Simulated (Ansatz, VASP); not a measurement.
SiC in VASP and in Ansatz

Contents of INCAR:

```
PREC = Accurate ; ENCUT = 520
EDIFF = 1E-6 ; ISMEAR = 0
SIGMA = 0.05 ; LREAL = F
LASPH = T ; NELM = 80
ALGO = Normal ; ISIF = 2
LWAVE = F ; LCHARG = F
GGA = PS ; NBANDS = 11
```

KPOINTS

```
Automatic mesh
0
Gamma
  22 22 22
```

Contents of POSCAR:

```
SiC
1.0
    0.0000000000      1.7737445757      1.7737445757
    1.7737445757      0.0000000000      1.7737445757
    1.7737445757      1.7737445757      0.0000000000
C Si
1 1
Direct
    0.0000000000      0.0000000000      0.0000000000
    0.5000000000      0.5000000000      0.5000000000
```

Input for Ansatz:

```yaml
crystal:
  lattice:
    - [0.0, 1.7737445757, 1.7737445757]
    - [1.7737445757, 0.0, 1.7737445757]
    - [1.7737445757, 1.7737445757, 0.0]
  atoms:
    - { symbol: C, position: [0.0, 0.0, 0.0] }
    - { symbol: Si, position: [0.5, 0.5, 0.5] }
basis:
  ecutwfc: 420
  ecutrho_ratio: 4
kpoints:
  mp_grid: { grid: [22, 22, 22] }
hamiltonian:
  xc: pbesol
scf:
  occupations: { method: gaussian, width: 0.05 }
output:
  forces: true
  stress: true
  eigenvalues: true
```

Alike in both runs: task single point; functional PBEsol; k mesh 22 × 22 × 22; occupations gaussian, width 0.05 eV; no spin polarisation.

|  | VASP | Ansatz |
| --- | --- | --- |
| version | VASP 6.6.1 | Ansatz 0.2.0 |
| potentials or method | VASP PAW PBE potentials, release 64 (C, Si), cutoff 520 eV | scalar-relativistic, plane waves, PAW |
| valence electrons in the cell | 8 | 8 |

Ansatz gave:

| Quantity | Value |
| --- | --- |
| gap on the k mesh at the Fermi level (eV) | 0.25 |
| least direct gap on the mesh (eV) | 6.34 |

Q: What did VASP give for the same quantities?

A: gap on the k mesh at the Fermi level (eV): 0.21; least direct gap on the mesh (eV): 6.31.

VASP's potentials were made for PBE, not for PBEsol. The functional is the same, so the differences come from potentials, cutoffs and numerics.
